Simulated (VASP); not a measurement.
## CuAu: single point with LDA

CuAu:

```xyz
2
Lattice="2.6600 0.0000 0.0000 0.0000 2.6600 0.0000 0.0000 0.0000 3.4865" Properties=species:S:1:pos:R:3 pbc="T T T"
Cu    1.3300    1.3300    1.7432
Au    0.0000    0.0000    0.0000
```

This cell differs from its parent crystal: strain -0.050 along x and y, -0.050 along z.

| Property | Result |
| --- | --- |
| Program | VASP 6.6.1 |
| Task | single point |
| Functional | LDA |
| Potentials or basis | VASP PAW LDA potentials, release 64 (Cu, Au) |
| Cutoff | 520 eV |
| k mesh | 18 × 18 × 14 |
| Occupations | gaussian, width 0.15 eV |
| Spin | no spin polarisation |

```yaml
Pressure: 29.5 GPa
Band_gap_on_the_k_mesh: zero (band 11 reaches 17.17 eV, above the bottom of band 12 at 8.84 eV)
```

Stress tensor (GPa, compression positive):
```
30.37  0.00  0.00
 0.00 30.37  0.00
 0.00  0.00 27.83
```

Levels at points of the mesh, in eV from the Fermi level:
| k point | band 9 | band 10 | band 11 | band 12 | band 13 | band 14 |
| --- | --- | --- | --- | --- | --- | --- |
| (0.00, 0.00, 0.00) | -2.00 | -1.70 | -1.70 | 1.77 | 9.59 | 10.54 |
| (0.50, 0.00, 0.00) | -3.07 | -2.81 | -1.10 | 0.14 | 9.98 | 10.39 |
| (0.50, 0.50, 0.00) | -1.58 | -1.58 | 0.15 | 0.15 | 6.34 | 8.20 |
| (0.00, 0.00, 0.50) | -3.02 | -2.98 | -2.98 | -2.49 | 14.93 | 15.67 |
| (0.50, 0.00, 0.50) | -1.91 | -1.83 | -1.81 | -1.77 | 3.49 | 5.36 |
| (0.50, 0.50, 0.50) | -2.03 | -1.61 | 5.84 | 5.92 | 5.92 | 7.39 |

It took 3 min on 1 thread of Intel(R) Xeon(R) Platinum 8259CL CPU @ 2.50GHz (Skylake/Cascade Lake), on a shared host, peak memory 0.3 GiB.

Caveat: the cell differs from its parent crystal (strain -0.050 along x and y, -0.050 along z); spin-orbit coupling is left out, which moves the levels of the heavy elements.
